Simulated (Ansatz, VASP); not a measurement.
**Cu3N: VASP beside Ansatz**

```xyz
4
Lattice="3.9039 0.0000 0.0000 0.0000 3.9039 0.0000 0.0000 0.0000 3.9039" Properties=species:S:1:pos:R:3 pbc="T T T"
Cu    1.9520    0.0000    0.0000
Cu    0.0000    1.9520    0.0000
Cu    0.0000    0.0000    1.9520
N     0.0000    0.0000    0.0000
```

Alike in both runs: task single point; functional PBE; k mesh 6 × 6 × 6; occupations fermi-dirac, width 0.02 eV; no spin polarisation.

|  | VASP | Ansatz |
| --- | --- | --- |
| version | VASP 6.6.1 | Ansatz 0.2.0 |
| potentials or method | VASP PAW PBE potentials, release 64 (Cu_sv_GW, N) | plane waves, PAW |
| plane-wave cutoff (eV) | 820 | 420 |
| valence electrons in the cell | 62 | 62 |

```csv
,VASP,Ansatz,Ansatz less VASP
pressure (GPa),-6.9,-5.9,+0.96
```

The functional is the same, so the differences come from potentials, cutoffs and numerics.
